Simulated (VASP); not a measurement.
## Li2Ru: single point with PBE

Li2Ru:

```
Li Ru
1.0
     2.65998    0.00000    0.00000
    -1.32999    2.30361    0.00000
     0.00000    0.00000    7.11059
Li Ru
2 1
Direct
  0.66667 0.33333 0.69006
  0.33333 0.66667 0.30994
  0.00000 0.00000 0.00000
```

```json
{
 "Program": "VASP 6.6.1",
 "Task": "single point",
 "Functional": "PBE",
 "Potentials or basis": "VASP PAW PBE potentials, release 64 (Li_sv, Ru_pv)",
 "Cutoff": "520 eV",
 "k mesh": "18 × 18 × 8",
 "Occupations": "gaussian, width 0.1 eV",
 "Spin": "no spin polarisation"
}
```

The band gap on the k mesh is zero (band 10 reaches 5.80 eV, above the bottom of band 11 at 3.18 eV).

Levels at points of the mesh, in eV from the Fermi level:
| k point | band 6 | band 7 | band 8 | band 9 | band 10 | band 11 | band 12 | band 13 | band 14 | band 15 |
| --- | --- | --- | --- | --- | --- | --- | --- | --- | --- | --- |
| (0.00, 0.00, 0.00) | -5.84 | -3.65 | -1.80 | -1.68 | -1.68 | -1.48 | 0.83 | 0.83 | 5.87 | 9.72 |
| (0.50, 0.00, 0.00) | -4.77 | -3.64 | -1.36 | -0.01 | 1.05 | 2.44 | 2.44 | 2.86 | 5.24 | 7.98 |
| (0.00, 0.00, 0.50) | -5.82 | -3.21 | -3.16 | -1.68 | -1.68 | -0.15 | 0.83 | 0.83 | 4.53 | 11.12 |
| (0.50, 0.00, 0.50) | -4.77 | -3.63 | -1.24 | -0.01 | 0.54 | 2.44 | 2.57 | 3.01 | 6.15 | 7.09 |

Run time: 3.4 min on 1 thread of Intel(R) Xeon(R) Platinum 8375C CPU @ 2.90GHz (Ice Lake), on a shared host, peak memory 0.29 GiB.
